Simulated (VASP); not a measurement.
# Te2Mo (P6_3/mmc) in VASP: a series of runs

Runs on Te2Mo. Level: PBE. Tasks: single point.

All numbers are computed with VASP 6.6.1; they aren't measurements. Logs are shortened: lines on timing, memory, paths and dates and some standing lists are left out, and cuts for length are marked.

**1. The cell of the first run**

The structure is hexagonal, space group P6_3/mmc (No. 194). Conventional cell: a = 3.628 Å, b = 3.628 Å, c = 15.141 Å, α = 90.00°, β = 90.00°, γ = 120.00°. Te (site symmetry 3m) has 3 Mo at 2.75 Å and 7 Te at 3.57 to 3.63 Å within 3.7 Å. Within 3.7 Å of Mo (site symmetry -6m2) lie 6 Te at 2.75 Å and 6 Mo at 3.63 Å.

**2. Single point, PBE**

File INCAR:

```
SYSTEM = Te2Mo
PREC = Accurate ; ENCUT = 520
EDIFF = 1E-6 ; ISMEAR = 0
SIGMA = 0.02 ; LREAL = .FALSE.
LASPH = .TRUE. ; NELM = 100
ALGO = Normal ; ISIF = 2
LWAVE = .FALSE. ; LCHARG = .FALSE.
GGA = PE ; NBANDS = 35
```

File KPOINTS:

```
Automatic mesh
0
G
  12 12 2
  0 0 0
```

File POSCAR:

```
Te2Mo
1.0
    3.6277966022      0.0000000000      0.0000000000
   -1.8138983011      3.1417640173      0.0000000000
    0.0000000000      0.0000000000     15.1413987189
Te Mo
4 2
Direct
    0.3333333333      0.6666666667      0.6322684957
    0.6666666667      0.3333333333      0.1322684957
    0.6666666667      0.3333333333      0.3677315043
    0.3333333333      0.6666666667      0.8677315043
    0.3333333333      0.6666666667      0.2500000000
    0.6666666667      0.3333333333      0.7500000000
```

Potentials or basis: VASP PAW PBE potentials, release 64 (Te, Mo_sv).

Command:

```sh
> cat potpaw_PBE.64/Te/POTCAR potpaw_PBE.64/Mo_sv/POTCAR > POTCAR
> mpirun -np 1 vasp_std > vasp.out
```

OUTCAR:

```text
SYSTEM = Te2Mo
   PREC = Accurate
   ENCUT = 520
   EDIFF = 1E-6
   ISMEAR = 0
   LREAL = .FALSE.
   LASPH = .TRUE.
   NELM = 100
   ISIF = 2
   GGA = PE

 ion  position               nearest neighbor table
   1  0.333  0.667  0.632-   6 2.75   6 2.75   6 2.75   4 3.57
   2  0.667  0.333  0.132-   5 2.75   5 2.75   5 2.75   3 3.57
   3  0.667  0.333  0.368-   5 2.75   5 2.75   5 2.75   2 3.57
   4  0.333  0.667  0.868-   6 2.75   6 2.75   6 2.75   1 3.57
   5  0.333  0.667  0.250-   2 2.75   3 2.75   2 2.75   3 2.75   2 2.75   3 2.75
   6  0.667  0.333  0.750-   1 2.75   4 2.75   1 2.75   4 2.75   1 2.75   4 2.75

  LATTYP: Found a hexagonal cell.
 ALAT       =     3.6277966022
 C/A-ratio  =     4.1737176527

  Lattice vectors:

 A1 = (   3.6277966022,   0.0000000000,   0.0000000000)
 A2 = (  -1.8138983011,   3.1417640173,   0.0000000000)
 A3 = (   0.0000000000,   0.0000000000,  15.1413987189)

Analysis of symmetry for initial positions (statically):
=====================================================================
 Subroutine PRICEL returns:
 Original cell was already a primitive cell.

 Routine SETGRP: Setting up the symmetry group for a
 hexagonal supercell.

 Subroutine GETGRP returns: Found 24 space group operations
 (whereof 12 operations were pure point group operations)
 out of a pool of 24 trial point group operations.

The static configuration has the point symmetry D_3d.
 The point group associated with its full space group is D_6h.

Analysis of symmetry for dynamics (positions and initial velocities):
=====================================================================
 Subroutine PRICEL returns:
 Original cell was already a primitive cell.

 Routine SETGRP: Setting up the symmetry group for a
 hexagonal supercell.

 Subroutine GETGRP returns: Found 24 space group operations
 (whereof 12 operations were pure point group operations)
 out of a pool of 24 trial point group operations.

The dynamic configuration has the point symmetry D_3d.
 The point group associated with its full space group is D_6h.

 Subroutine INISYM returns: Found 24 space group operations
 (whereof 12 operations are pure point group operations),
 and found     1 'primitive' translations

----------------------------------------------------------------------------------------

                                     Primitive cell

  volume of cell :     172.5768

  direct lattice vectors                    reciprocal lattice vectors
     3.627796602  0.000000000  0.000000000     0.275649412  0.159146262  0.000000000
    -1.813898301  3.141764017  0.000000000     0.000000000  0.318292524  0.000000000
     0.000000000  0.000000000 15.141398719     0.000000000  0.000000000  0.066044097

  length of vectors
     3.627796602  3.627796602 15.141398719     0.318292524  0.318292524  0.066044097

  position of ions in fractional coordinates (direct lattice)
     0.333333333  0.666666667  0.632268496
     0.666666667  0.333333333  0.132268496
     0.666666667  0.333333333  0.367731504
     0.333333333  0.666666667  0.867731504
     0.333333333  0.666666667  0.250000000
     0.666666667  0.333333333  0.750000000

  ion indices of the primitive-cell ions
   primitive index   ion index
                 1           1
                 2           2
                 3           3
                 4           4
                 5           5
                 6           6

----------------------------------------------------------------------------------------

 KPOINTS: Automatic mesh

Automatic generation of k-mesh.
 Grid dimensions read from file:
 generate k-points for:   12   12    2

 Generating k-lattice:

  Cartesian coordinates                     Fractional coordinates (reciprocal lattice)
     0.022970784  0.013262189  0.000000000     0.083333333 -0.000000000  0.000000000
     0.000000000  0.026524377  0.000000000     0.000000000  0.083333333  0.000000000
     0.000000000  0.000000000  0.033022048     0.000000000  0.000000000  0.500000000

  Length of vectors
     0.026524377  0.026524377  0.033022048

  Shift w.r.t. Gamma in fractional coordinates (k-lattice)
     0.000000000  0.000000000  0.000000000

 Subroutine IBZKPT returns following result:
 ===========================================

 Found     38 irreducible k-points:

 Following reciprocal coordinates:
            Coordinates               Weight
  0.000000  0.000000  0.000000      1.000000
  0.083333  0.000000  0.000000      6.000000
  0.166667 -0.000000  0.000000      6.000000
  0.250000 -0.000000  0.000000      6.000000
  0.333333 -0.000000  0.000000      6.000000
  0.416667 -0.000000  0.000000      6.000000
[... 16 lines left out ...]
  0.250000 -0.000000  0.500000      6.000000
  0.333333 -0.000000  0.500000      6.000000
 [... further k-points ...]
   k-points           NKPTS =     38   k-points in BZ     NKDIM =     38   number of bands    NBANDS=     35
   number of dos      NEDOS =    301   number of ions     NIONS =      6
   total plane-waves  NPLWV =  94080
   dimension x,y,z NGX =    28 NGY =   28 NGZ =  120
   dimension x,y,z NGXF=    56 NGYF=   56 NGZF=  240
   ions per type =               4   2
   NGX,Y,Z   is equivalent  to a cutoff of  12.83, 12.83, 13.18 a.u.
   NGXF,Y,Z  is equivalent  to a cutoff of  25.66, 25.66, 26.35 a.u.
 SYSTEM =  Te2Mo
   PREC   = accura    normal or accurate (medium, high low for compatibility)
   ISTART =      0    job   : 0-new  1-cont  2-samecut
   ICHARG =      2    charge: 1-file 2-atom 10-const
   ISPIN  =      1    spin polarized calculation?
   LNONCOLLINEAR =      F non collinear calculations
   LSORBIT =      F    spin-orbit coupling
   LASPH  =      T    aspherical Exc in radial PAW
   ENCUT  =  520.0 eV  38.22 Ry    6.18 a.u.   6.75  6.75 28.15*2*pi/ulx,y,z
   NELM   =    100;   NELMIN=  2; NELMDL= -5     # of ELM steps
   EDIFF  = 0.1E-05   stopping-criterion for ELM
   LREAL  =      F    real-space projection
   EDIFFG = 0.1E-04   stopping-criterion for IOM
   NSW    =      0    number of steps for IOM
   IBRION =     -1    ionic relax: 0-MD 1-quasi-New 2-CG
   NFREE  =      0    steps in history (QN), initial steepest desc. (CG)
   ISIF   =      2    stress and relaxation
   ISYM   =      2    0-nonsym 1-usesym 2-fastsym
   POTIM  = 0.5000    time-step for ionic-motion
   TEBEG  =    0.0;   TEEND  =   0.0 temperature during run
   PSTRESS=    0.0 pullay stress
   NELECT =      52.0000    total number of electrons
   NUPDOWN=      -1.0000    fix difference up-down
   EMIN   =  10.00;   EMAX   =-10.00  energy-range for DOS
   EFERMI =   0.00;   METHOD = LEGACY
   ISMEAR =     0;   SIGMA  =   0.02  broadening in eV -4-tet -1-fermi 0-gaus
   EFERMI_NEDOS =   21; number of points for ismear=-14 and -15
   IALGO  =     38    algorithm
   IMIX   =      4    mixing-type and parameters
     AMIX     =   0.40;   BMIX     =  1.00
     AMIX_MAG =   1.60;   BMIX_MAG =  1.00
  volume/ion in A,a.u.               =      28.76       194.10
  Fermi-wavevector in a.u.,A,eV,Ry     =   1.097527  2.074025 16.389102  1.204565
  Thomas-Fermi vector in A             =   2.233888
   LORBIT       =      0    0 simple, 1 ext, 2 COOP (PROOUT), +10 PAW based schemes
   GGA     = PE    functional components
   LHFCALC =     F    Hartree Fock is set to
   AEXX    =    0.0000 exact exchange contribution
   IVDW    =     0    specifies the selected vdW correction
   LEPSILON=     F    determine dielectric tensor
   LRPA    =     F    only Hartree local field effects (RPA)
 non-spin polarized calculation
 Gauss-broadening in eV      SIGMA  =   0.02
  energy-cutoff  :      520.00
  volume of cell :      172.58
 maximum number of plane-waves:      4676
 NGX is ok and might be reduce to    28
   NGX = 13   NGY = 13   NGZ = 57

 number of electron      52.0000002 magnetization

 Free energy of the ion-electron system (eV)
  ---------------------------------------------------
  ext. energy  EPLUGINS =         0.00000000
  ---------------------------------------------------
  free energy    TOTEN  =       -36.02108240 eV

  energy without entropy =      -36.02108240  energy(sigma->0) =      -36.02108240

 E-fermi :   6.5397     XC(G=0):  -9.6090

 val. band max:        6.3530884842   @ k =   0.0000   0.0000   0.0000
 cond. band min:       7.1618441151   @ k =   0.3333   0.3333   0.0000
 fundamental gap:      0.8087556309
 Fermi energy:         6.5397442420

 k-point     1 :       0.0000    0.0000    0.0000
  band No.  band energies     occupation
      1     -54.4678      2.00000
      2     -54.4678      2.00000
      3     -28.5743      2.00000
      4     -28.5743      2.00000
      5     -28.5269      2.00000
      6     -28.5269      2.00000
[... 27 lines left out ...]
     34       9.4359      0.00000
     35      11.3281      0.00000

 k-point     2 :       0.0833    0.0000    0.0000
  band No.  band energies     occupation
      1     -54.4674      2.00000
      2     -54.4674      2.00000
      3     -28.5730      2.00000
      4     -28.5730      2.00000
      5     -28.5331      2.00000
      6     -28.5331      2.00000
[... 27 lines left out ...]
     34       9.2561      0.00000
     35      11.7352      0.00000

 k-point     3 :       0.1667   -0.0000    0.0000
  band No.  band energies     occupation
      1     -54.4662      2.00000
      2     -54.4662      2.00000
      3     -28.5693      2.00000
      4     -28.5693      2.00000
      5     -28.5501      2.00000
      6     -28.5501      2.00000
[... 27 lines left out ...]
     34       9.4534      0.00000
     35      12.1128      0.00000
[... 723 lines left out ...]
 k-point    23 :       0.2500   -0.0000    0.5000
  band No.  band energies     occupation
      1     -54.4647      2.00000
      2     -54.4647      2.00000
      3     -28.5732      2.00000
      4     -28.5732      2.00000
      5     -28.5642      2.00000
      6     -28.5642      2.00000
[... 27 lines left out ...]
     34       9.5975      0.00000
     35      12.4931      0.00000

 k-point    24 :       0.3333   -0.0000    0.5000
  band No.  band energies     occupation
      1     -54.4631      2.00000
      2     -54.4631      2.00000
      3     -28.5961      2.00000
      4     -28.5961      2.00000
      5     -28.5591      2.00000
      6     -28.5591      2.00000
[... 27 lines left out ...]
     34       9.7301      0.00000
     35      11.6155      0.00000

 [... further k-points ...]

------------------------ aborting loop because EDIFF is reached ----------------------------------------

  FORCE on cell =-STRESS in cart. coord.  units (eV):
  Direction    XX          YY          ZZ          XY          YZ          ZX
  --------------------------------------------------------------------------------------
  -------------------------------------------------------------------------------------
  Total       -2.6744967     -2.6744967      0.0673270      0.0000000     -0.0000000      0.0000000
  in kB      -24.8296253    -24.8296253      0.6250542      0.0000000     -0.0000000      0.0000000
  external PRESSURE =     -16.3447322 kB  Pullay stress =       0.0000000 kB

 VOLUME and BASIS-vectors are now :
 -----------------------------------------------------------------------------
  energy-cutoff  :      520.00
  volume of cell :      172.58
      direct lattice vectors                 reciprocal lattice vectors
     3.627796602  0.000000000  0.000000000     0.275649412  0.159146262  0.000000000
    -1.813898301  3.141764017  0.000000000     0.000000000  0.318292524  0.000000000
     0.000000000  0.000000000 15.141398719     0.000000000  0.000000000  0.066044097

 POSITION                                       TOTAL-FORCE (eV/Angst)
 -----------------------------------------------------------------------------------
     -0.00000      2.09451      9.57343        -0.000000     -0.000000     -0.014422
      1.81390      1.04725      2.00273         0.000000      0.000000     -0.014422
      1.81390      1.04725      5.56797         0.000000      0.000000      0.014422
     -0.00000      2.09451     13.13867        -0.000000     -0.000000      0.014422
     -0.00000      2.09451      3.78535        -0.000000      0.000000     -0.000000
      1.81390      1.04725     11.35605         0.000000     -0.000000     -0.000000
 -----------------------------------------------------------------------------------
    total drift:                               -0.000000      0.000000     -0.000000

  FREE ENERGIE OF THE ION-ELECTRON SYSTEM (eV)
  ---------------------------------------------------
  free  energy   TOTEN  =       -36.0210824008 eV

  energy  without entropy=      -36.0210824008  energy(sigma->0) =      -36.02108240
```

Wall time 5.7 min (1 thread of Intel Xeon Platinum 8375C at 2.90GHz (Ice Lake), shared host); peak memory 0.4 GiB.

Results:

| Quantity | Value |
| --- | --- |
| Free energy | -36.0211 eV |
| Pressure | -1.6 GPa |
| Largest force | 0.014 eV/Å |
| Band gap on the k mesh | 0.81 eV (least direct gap 0.89 eV) |

Forces in eV/Å, atoms in the order of the input:
```
Te   0.000  0.000 -0.014
Te   0.000  0.000 -0.014
Te   0.000  0.000  0.014
Te   0.000  0.000  0.014
Mo   0.000  0.000  0.000
Mo   0.000  0.000  0.000
```

Stress tensor (GPa, compression positive):
```
-2.48  0.00  0.00
 0.00 -2.48  0.00
 0.00  0.00  0.06
```

Caveat: spin-orbit coupling is left out, which moves the levels of the heavy elements; this functional lacks dispersion, which binds layers or chains, so the pressure and a relaxed spacing across them are unreliable. A k mesh can miss the band edges.

(Continued in part 2 of 2.)
